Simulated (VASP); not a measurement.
Wanted: the native input for a VASP 6.6.1 run.

* Task: single point
* Functional: PBE
* Potentials or basis: VASP PAW PBE potentials, release 64 (Si, Ge_d)
* Cutoff: 520 eV
* k mesh: 1 × 1 × 1
* Occupations: gaussian, width 0.05 eV
* Spin: no spin polarisation
* Dipole correction: no
* Further INCAR settings: LREAL = Auto; ALGO = Normal; EDIFF = 1e-07; NBANDS = 53

The structure of Si16Ge (a cell with a defect) lies in POSCAR:

```
Si16Ge
1.0
    0.0000000000      5.4300000000      5.4300000000
    5.4300000000      0.0000000000      5.4300000000
    5.4300000000      5.4300000000      0.0000000000
Si Ge
16 1
Direct
   -0.0106036832     -0.0067064457      0.0121469613
    0.0622113260      0.1558365562      0.1449461326
    0.0095536832      0.0014534991      0.5064356354
    0.1245441989      0.1265440147      0.6431141805
   -0.0215320442      0.5268220994     -0.0156900552
    0.1401019337      0.6170179558      0.1084494475
    0.0583177716      0.4954083794      0.4697196133
    0.1410500000      0.6261301105      0.6221761510
    0.4489470534      0.1021645488     -0.0147500000
    0.6499147330     -0.0168324125      0.2039366483
    0.4889804788     -0.0183915285      0.5934410681
    0.6468799263      0.1461782689      0.6301760589
    0.5081450276      0.4329505525     -0.0512240331
    0.6070333333      0.6585587477      0.1154727440
    0.5052509208      0.5088606814      0.4909483425
    0.6880913444      0.6725383057      0.5060640884
    0.5658391344      0.2861337937      0.2895892265
```

The input as run:

INCAR

```
PREC     = Accurate       # precision mode
ENCUT    = 520            # plane-wave cutoff, eV
EDIFF    = 1E-7           # SCF threshold, eV
ISMEAR   = 0              # smearing method
SIGMA    = 0.05           # smearing width, eV
LREAL    = Auto         
LASPH    = T              # aspherical terms in the spheres
NELM     = 80             # most SCF steps
ALGO     = Normal         # electronic algorithm
ISIF     = 2              # what is computed and relaxed
LWAVE    = F              # write WAVECAR
LCHARG   = F              # write CHGCAR
GGA      = PE             # functional
NBANDS   = 53             # bands
```

KPOINTS

```
regular mesh
0
Gamma
  1 1 1
```

Potentials or basis: VASP PAW PBE potentials, release 64 (Si, Ge_d).

Command:

```bash
$ cat potpaw_PBE.64/Si/POTCAR potpaw_PBE.64/Ge_d/POTCAR > POTCAR
$ mpirun -np 1 vasp_gam > vasp.out
```

It gave:

The pressure is 8.9 GPa and the largest force is 1.656 eV/Å. The band gap on the k mesh is 0.68 eV.

Caveat: the k points lie up to 1.00 Å⁻¹ apart.

Wall time 27 s on 1 thread of AMD EPYC 9R45 96-Core Processor (Zen 5), on a shared host, peak memory 0.4 GiB.
